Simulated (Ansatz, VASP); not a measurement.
Au: VASP beside Ansatz

Contents of INCAR:

```
SYSTEM = Au
PREC = Accurate
ENCUT = 520
EDIFF = 1E-6
ISMEAR = -1
SIGMA = 0.1
LREAL = .False.
LASPH = .True.
NELM = 100
ALGO = Normal
ISIF = 2
LWAVE = .False.
LCHARG = .True.
GGA = PE
LELF = .True.
LVHAR = .True.
NBANDS = 30
```

KPOINTS

```
Automatic mesh
0
Gamma
  16 16 5
  0 0 0
```

File POSCAR:

```
Au
1.0
    2.9938091504      0.0000000000      0.0000000000
   -1.4969045752      2.5927147783      0.0000000000
    0.0000000000      0.0000000000     10.0080041762
Au
4
Direct
    1.0000000000      1.0000000000      0.0000000000
    1.0000000000      0.0000000000      0.5000000000
    0.3333333333      0.6666666667      0.2500000000
    0.6666666667      0.3333333333      0.7500000000
```

Input for Ansatz:

```yaml
crystal:
  lattice:
    - [2.9938091504, 0.0, 0.0]
    - [-1.4969045752, 2.5927147783, 0.0]
    - [0.0, 0.0, 10.0080041762]
  atoms:
    - { symbol: Au, position: [1.0, 1.0, 0.0] }
    - { symbol: Au, position: [1.0, 0.0, 0.5] }
    - { symbol: Au, position: [0.3333333333, 0.6666666667, 0.25] }
    - { symbol: Au, position: [0.6666666667, 0.3333333333, 0.75] }
hamiltonian:
  xc: pbe
  pseudopotentials:
    kind: paw
    azcp:
      Au: "pseudopotentials/Au.paw.azcp"
basis:
  ecutwfc: 420
  fft_grid_basis: typed
kpoints:
  mp_grid: { grid: [16, 16, 5], shift: [0, 0, 0] }
magnetization:
  spin_polarized: false
scf:
  occupations: { method: fermi_dirac, width: 0.1 }
output:
  stress: true
```

Alike in both runs: task single point; functional PBE; k mesh 16 × 16 × 5; occupations fermi-dirac, width 0.1 eV; no spin polarisation.

|  | VASP | Ansatz |
| --- | --- | --- |
| version | VASP 6.6.1 | Ansatz 0.2.0 |
| potentials or method | VASP PAW PBE potentials, release 64 (Au), cutoff 520 eV | plane waves (420 eV) with PAW, scalar-relativistic |
| valence electrons in the cell | 44 | 76 |

|  | VASP | Ansatz | Ansatz less VASP |
| --- | --- | --- | --- |
| pressure (GPa) | -8.5 | -8.4 | +0.14 |
| traceless stress, the component that is largest in VASP (GPa) | -0.12 | -0.11 | +0.008 |

The functional is the same, so the differences come from potentials, cutoffs and numerics. VASP's potentials hold 44 valence electrons a cell and Ansatz's 76, so a difference there can come from the potentials and not from the codes.

Neither program's run includes spin-orbit coupling.
